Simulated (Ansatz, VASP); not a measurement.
## One calculation of BAs, two programs

```xyz
2
Lattice="2.9570 0.0000 0.0000 0.0000 2.9570 0.0000 0.0000 0.0000 2.9570" Properties=species:S:1:pos:R:3 pbc="T T T"
B     1.4785    1.4785    1.4785
As    0.0000    0.0000    0.0000
```

Alike in both runs: task relaxation of cell and atoms; functional PBE0; k mesh 5 × 5 × 5; occupations fermi-dirac, width 0.05 eV; no spin polarisation.

|  | VASP | Ansatz |
| --- | --- | --- |
| version | VASP 6.6.1 | Ansatz 0.2.0 |
| potentials or method | VASP PAW PBE potentials, release 64 (B, As) | Ansatz PAW |
| plane-wave cutoff (eV) | 600 | 420 |
| valence electrons in the cell | 8 | 18 |

```csv
,VASP,Ansatz,Ansatz less VASP
"gap on the k mesh at the Fermi level, each at its own relaxed structure (eV)",none,none,-
relaxed volume (Å³/atom),11.84,11.88,+0.040
relaxed cell length with the largest relative difference (Å),2.872,2.875,+0.0032
```

A gap of «none» marks a metal or a gap that the smearing closes. VASP's potentials hold 8 valence electrons a cell and Ansatz's 18, so a difference there can come from the potentials and not from the codes.

The k mesh is coarse, so the values compare programs but aren't converged. Noted on Ansatz's run: the plane-wave basis is chosen anew once the cell has moved, so the energies of steps on either side of that aren't comparable.
